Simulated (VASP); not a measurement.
# NbTe (P-6m2) in VASP: settings compared, part 2 of 2

VASP 6.6.1. Earlier steps stand in the parts before.

## 4. Single point, PBE0

This run uses another cell than the first one, of 23.25 Å³/atom.

Contents of POSCAR:

```
NbTe
1.0
    3.7756001657      0.0000000000      0.0000000000
   -1.8878000828      3.2697656581      0.0000000000
    0.0000000000      0.0000000000      3.7666649043
Te Nb
1 1
Direct
    0.6666666667      0.3333333333      0.0000000000
    0.0000000000      0.0000000000      0.5000000000
```

Contents of INCAR.step1:

```
PREC = Accurate
ENCUT = 520
EDIFF = 1E-5
ISMEAR = -1
SIGMA = 0.05
LREAL = F
LASPH = T
NELM = 60
ALGO = Normal
ISIF = 2
LWAVE = T
LCHARG = F
GGA = PE
NBANDS = 16
```

Contents of INCAR.step2:

```
PREC = Accurate
ENCUT = 520
EDIFF = 1E-6
ISMEAR = -1
SIGMA = 0.05
LREAL = F
LASPH = T
NELM = 60
ALGO = Normal
ISIF = 2
LWAVE = F
LCHARG = F
GGA = PE
LHFCALC = T
AEXX = 0.25
PRECFOCK = Normal
ISTART = 1
NBANDS = 16
```

Contents of KPOINTS:

```
regular mesh
0
Gamma
  6 6 4
```

Potentials or basis: VASP PAW PBE potentials, release 64 (Te, Nb_sv).

The run is started by

```
cat potpaw_PBE.64/Te/POTCAR potpaw_PBE.64/Nb_sv/POTCAR > POTCAR
cp INCAR.step1 INCAR
mpirun -np 1 vasp_std > vasp.out
cp INCAR.step2 INCAR
mpirun -np 1 vasp_std > vasp.out
```

OUTCAR:

```text
PREC = Accurate
   ENCUT = 520
   EDIFF = 1E-6
   ISMEAR = -1
   LREAL = F
   LASPH = T
   NELM = 60
   ISIF = 2
   GGA = PE
   LHFCALC = T
   AEXX = 0.25
   PRECFOCK = Normal
   ISTART = 1

 ion  position               nearest neighbor table
   1  0.667  0.333  0.000-   2 2.88   2 2.88   2 2.88   2 2.88   2 2.88   2 2.88
   2  0.000  0.000  0.500-   1 2.88   1 2.88   1 2.88   1 2.88   1 2.88   1 2.88

  LATTYP: Found a hexagonal cell.
 ALAT       =     3.7756001657
 C/A-ratio  =     0.9976334196

  Lattice vectors:

 A1 = (   3.7756001657,   0.0000000000,   0.0000000000)
 A2 = (  -1.8878000828,   3.2697656581,   0.0000000000)
 A3 = (   0.0000000000,   0.0000000000,   3.7666649043)

Analysis of symmetry for initial positions (statically):
=====================================================================
 Subroutine PRICEL returns:
[... 169 lines left out ...]
  ext. energy  EPLUGINS =         0.00000000
  ---------------------------------------------------
  free energy    TOTEN  =       -17.78482756 eV

  energy without entropy =      -17.78471769  energy(sigma->0) =      -17.78477262

 E-fermi :  10.3203     XC(G=0):  -8.6826

 val. band max:       10.0440676049   @ k =   0.0000   0.0000   0.0000
 cond. band min:      10.6841489806   @ k =   0.3333   0.0000   0.2500
 fundamental gap:      0.6400813757
 Fermi energy:        10.3203264473

 k-point     1 :       0.0000    0.0000    0.0000
  band No.  band energies     occupation
      1     -49.9630      2.00000
      2     -24.6777      2.00000
      3     -24.5429      2.00000
      4     -24.5429      2.00000
      5      -5.6861      2.00000
      6       6.2316      2.00000
[... 376 lines left out ...]
      3     -24.6340      2.00000
      4     -24.6299      2.00000
      5      -3.4668      2.00000
      6       3.0147      2.00000
[... 8 lines left out ...]
     15      14.6278      0.00000
     16      19.6208      0.00000

------------------------ aborting loop because EDIFF is reached ----------------------------------------

  FORCE on cell =-STRESS in cart. coord.  units (eV):
  Direction    XX          YY          ZZ          XY          YZ          ZX
  --------------------------------------------------------------------------------------
  -------------------------------------------------------------------------------------
  Total       -3.4627052     -3.4627052     -3.3110252     -0.0000000      0.0000000      0.0000000
  in kB     -119.3071555   -119.3071555   -114.0810355     -0.0000000      0.0000000      0.0000000
  external PRESSURE =    -117.5651155 kB  Pullay stress =       0.0000000 kB

 VOLUME and BASIS-vectors are now :
 -----------------------------------------------------------------------------
  energy-cutoff  :      520.00
  volume of cell :       46.50
      direct lattice vectors                 reciprocal lattice vectors
     3.775600166  0.000000000  0.000000000     0.264858554  0.152916157  0.000000000
    -1.887800083  3.269765658  0.000000000     0.000000000  0.305832315  0.000000000
     0.000000000  0.000000000  3.766664904     0.000000000  0.000000000  0.265486850

 POSITION                                       TOTAL-FORCE (eV/Angst)
 -----------------------------------------------------------------------------------
      1.88780      1.08992      0.00000        -0.000000      0.000000      0.000000
      0.00000      0.00000      1.88333         0.000000     -0.000000      0.000000
 -----------------------------------------------------------------------------------
    total drift:                                0.000002     -0.000006      0.000000

  FREE ENERGIE OF THE ION-ELECTRON SYSTEM (eV)
  ---------------------------------------------------
  free  energy   TOTEN  =       -17.7848275613 eV

  energy  without entropy=      -17.7847176863  energy(sigma->0) =      -17.78477262
```

OUTCAR.step1:

```text
PREC = Accurate
   ENCUT = 520
   EDIFF = 1E-5
   ISMEAR = -1
   LREAL = F
[... 616 lines left out ...]
      1.88780      1.08992      0.00000        -0.000000      0.000000      0.000000
      0.00000      0.00000      1.88333         0.000000     -0.000000      0.000000
 -----------------------------------------------------------------------------------
    total drift:                               -0.000000      0.000000      0.000000

  FREE ENERGIE OF THE ION-ELECTRON SYSTEM (eV)
  ---------------------------------------------------
  free  energy   TOTEN  =       -13.5817803305 eV

  energy  without entropy=      -13.5683610419  energy(sigma->0) =      -13.57507069
```

OSZICAR.step1:

```text
N       E                     dE             d eps       ncg     rms          rms(c)
DAV:   1     0.148719550790E+03    0.14872E+03   -0.96329E+03   672   0.109E+03
DAV:   2    -0.381368614642E+01   -0.15253E+03   -0.14905E+03   880   0.364E+02
DAV:   3    -0.138260022058E+02   -0.10012E+02   -0.98937E+01  1240   0.693E+01
DAV:   4    -0.140444322656E+02   -0.21843E+00   -0.21792E+00   808   0.101E+01
DAV:   5    -0.140532007906E+02   -0.87685E-02   -0.87653E-02  1120   0.191E+00    0.643E+00
DAV:   6    -0.136062334955E+02    0.44697E+00   -0.15872E+00  1040   0.102E+01    0.270E+00
DAV:   7    -0.135876548689E+02    0.18579E-01   -0.76714E-02   816   0.207E+00    0.152E+00
DAV:   8    -0.135816299997E+02    0.60249E-02   -0.21757E-02   968   0.929E-01    0.196E-01
DAV:   9    -0.135817112970E+02   -0.81297E-04   -0.19069E-03   928   0.339E-01    0.137E-01
DAV:  10    -0.135817863937E+02   -0.75097E-04   -0.33956E-04   960   0.180E-01    0.198E-02
DAV:  11    -0.135817803305E+02    0.60632E-05   -0.30774E-05   736   0.559E-02
   1 F= -.13581780E+02 E0= -.13575071E+02  d E =-.134193E-01
```

Wall time 46 min (1 thread of AMD EPYC 7R43 (Zen 3), shared host); peak memory 0.16 GiB.

Results:

```
Free energy            : -17.7848 eV
Pressure               : -11.8 GPa
Band gap on the k mesh : zero (an odd number of electrons rules out a gap without spin polarisation)
```

Caveat: the k points lie up to 0.42 Å⁻¹ apart, too coarse for converged energies and pressures of a metal; the PAW data sets were made with another functional, which shifts forces and pressure a little; spin-orbit coupling is left out, which moves the levels of the heavy elements.

## 5. Overview

| level | spin | cell | k mesh | grid for exact exchange (PRECFOCK) | share of exact exchange | gap on the mesh (eV) | pressure (GPa) |
| --- | --- | --- | --- | --- | --- | --- | --- |
| PBEsol | non-collinear, zero start, SOC | a = 3.703, b = 3.703, c = 3.694 Å, angles 90.0, 90.0, 120.0°, 2 atoms | 8 × 8 × 7 | - | - | - | -5.3 |
| PBE0 | off | a = 3.703, b = 3.703, c = 3.694 Å, angles 90.0, 90.0, 120.0°, 2 atoms | 6 × 6 × 4 | Normal | 0.25 | none | -5.9 |
| PBE0 | off | a = 3.776, b = 3.776, c = 3.767 Å, angles 90.0, 90.0, 120.0°, 2 atoms | 6 × 6 × 4 | Normal | 0.25 | none | -11.8 |

Alike in all rows: task single point; potentials or basis VASP PAW PBE potentials, release 64 (Te, Nb_sv); cutoff (eV) 520; smearing fermi-dirac 0.05 eV.

Caveats: some runs use coarse meshes; the PAW data sets were made with another functional, which shifts forces and pressure a little; spin-orbit coupling is left out, which moves the levels of the heavy elements (at least some runs); the cell stands under tension (at least some runs).

Total energies depend on the potentials used, so only differences within one code and one set of settings carry meaning.
